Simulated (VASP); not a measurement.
Crystal: ZnS3.

```
CELL_PARAMETERS angstrom
4.78771 0.00000 0.00000
-2.39386 4.14628 0.00000
0.00000 0.00000 4.41990
ATOMIC_POSITIONS crystal
Zn 0.00000 0.00000 0.50000
S 0.50000 0.00000 0.00000
S 0.00000 0.50000 0.00000
S 0.50000 0.50000 0.00000
```

| Item | Value |
| --- | --- |
| Program | VASP 6.6.1 |
| Task | relaxation of cell and atoms |
| Functional | PBE |
| Potentials or basis | VASP PAW PBE potentials, release 64 (Zn, S) |
| Cutoff | 600 eV |
| k mesh | 6 × 6 × 4 |
| Occupations | gaussian, width 0.1 eV |
| Spin | no spin polarisation |

At the start: pressure -0.3 GPa; volume 21.94 Å³/atom.

Task: How do energy, volume and symmetry change on relaxing?

Result: Over 9 steps the energy falls by 13.3 meV/atom and the volume is 19.90 Å³/atom (-9.3 %); space group P6/mmm (No. 191, to 0.05 Å).

Step by step:
| step | energy change (eV) | largest force (eV/Å) | pressure (GPa) | volume (Å³) |
| --- | --- | --- | --- | --- |
| 1 | 0.0000 | 0.0000 | -0.25 | 87.74 |
| 2 | -0.0090 | 0.0000 | -0.46 | 87.29 |
| 3 | -0.0258 | 0.0000 | -1.02 | 85.91 |
| 4 | -0.0324 | 0.0000 | -1.97 | 82.90 |
| 5 | -0.0324 | 0.0000 | -1.57 | 84.24 |
| 6 | -0.0386 | 0.0000 | -1.31 | 83.37 |
| 7 | -0.0511 | 0.0000 | -0.43 | 80.75 |
| 8 | -0.0351 | 0.0000 | 1.81 | 75.62 |
| 9 | -0.0531 | 0.0000 | 0.00 | 79.60 |

Final structure:
```
Zn S
1.0
     4.85016    0.00000    0.00000
    -2.42508    4.20037    0.00000
     0.00000    0.00000    3.90727
Zn S
1 3
Direct
  0.00000 0.00000 0.50000
  0.50000 0.00000 0.00000
  0.00000 0.50000 0.00000
  0.50000 0.50000 0.00000
```
